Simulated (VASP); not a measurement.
Input of a VASP 6.6.1 run:

The input INCAR:

```
SYSTEM = SnTe
PREC     = Accurate       ! precision mode
ENCUT    = 520            ! plane-wave cutoff, eV
EDIFF    = 1E-7           ! SCF threshold, eV
ISMEAR   = -1             ! smearing method
SIGMA    = 0.02           ! smearing width, eV
LREAL    = .False.        ! projectors in reciprocal space
LASPH    = .True.         ! aspherical terms in the spheres
NELM     = 80             ! most SCF steps
ALGO     = Normal         ! electronic algorithm
ISIF     = 2              ! what is computed and relaxed
LWAVE    = .False.        ! write WAVECAR
LCHARG   = .False.        ! write CHGCAR
GGA      = PS             ! functional
NBANDS   = 17             ! bands
```

KPOINTS

```
Automatic mesh
0
Gamma
  4 4 4
  0 0 0
```

The input POSCAR:

```
SnTe
1.0
    0.0000000000      3.6111500000      3.6111500000
    3.6111500000      0.0000000000      3.6111500000
    3.6111500000      3.6111500000      0.0000000000
Sn Te
1 1
Direct
    0.0195700000      0.9812100000      0.9875900000
    0.7487800000      0.7407700000      0.7618300000
```

Potentials or basis: VASP PAW PBE potentials, release 64 (Sn_d, Te).

Command:

```console
$ cat potpaw_PBE.64/Sn_d/POTCAR potpaw_PBE.64/Te/POTCAR > POTCAR
$ mpirun -np 1 vasp_std > vasp.out
```

(1) What does it give for the pressure?

(2) Predict the largest force.

Results:

(1) -1.5 GPa.

(2) 0.303 eV/Å.

Caveat: the k points lie up to 0.38 Å⁻¹ apart; the PAW data sets were made with another functional, which shifts forces and pressure a little.
